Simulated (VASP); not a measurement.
A run of VASP 6.6.1:

POSCAR

```
SnO2
1.0
    4.7600196270      0.0000000000      0.0000000000
    0.0000000000      4.7600196270      0.0000000000
    0.0000000000      0.0000000000      3.2007132586
Sn O
2 4
Direct
    0.0000000000      0.0000000000      0.0000000000
    0.5000000000      0.5000000000      0.5000000000
    0.3059102024      0.3059102024      0.0000000000
    0.1940897976      0.8059102024      0.5000000000
    0.6940897976      0.6940897976      0.0000000000
    0.8059102024      0.1940897976      0.5000000000
```

INCAR.step1

```
  PREC = Accurate
  ENCUT = 520
  ISMEAR = 0
  SIGMA = 0.01
  LREAL = False
  LASPH = True
  NELM = 60
  NBANDS = 35
  GGA = PE
  ALGO = Normal
  EDIFF = 1E-4
  LWAVE = True
  LCHARG = False
```

File INCAR.step2:

```
  PREC = Accurate
  ENCUT = 520
  EDIFF = 1E-6
  ISMEAR = 0
  SIGMA = 0.01
  LREAL = False
  LASPH = True
  NELM = 60
  ALGO = Normal
  ISIF = 2
  LWAVE = False
  LCHARG = False
  METAGGA = R2SCAN
  LMIXTAU = True
  NBANDS = 35
  ISTART = 1
```

KPOINTS

```
regular mesh
0
Gamma
  6 6 8
```

Potentials or basis: VASP PAW PBE potentials, release 64 (Sn_d, O).

Launch:

```console
$ cat potpaw_PBE.64/Sn_d/POTCAR potpaw_PBE.64/O/POTCAR > POTCAR
$ cp INCAR.step1 INCAR
$ mpirun -np 1 vasp_std > vasp.out
$ cp INCAR.step2 INCAR
$ mpirun -np 1 vasp_std > vasp.out
```

Hardware: 1 thread of Intel(R) Xeon(R) 6975P-C (Granite Rapids), with other jobs on the host.

How long does it take, and how much memory?

Wall time 2.5 min on 1 thread of Intel(R) Xeon(R) 6975P-C (Granite Rapids), with other jobs on the host, peak memory 0.24 GiB. Counts: k points 50.
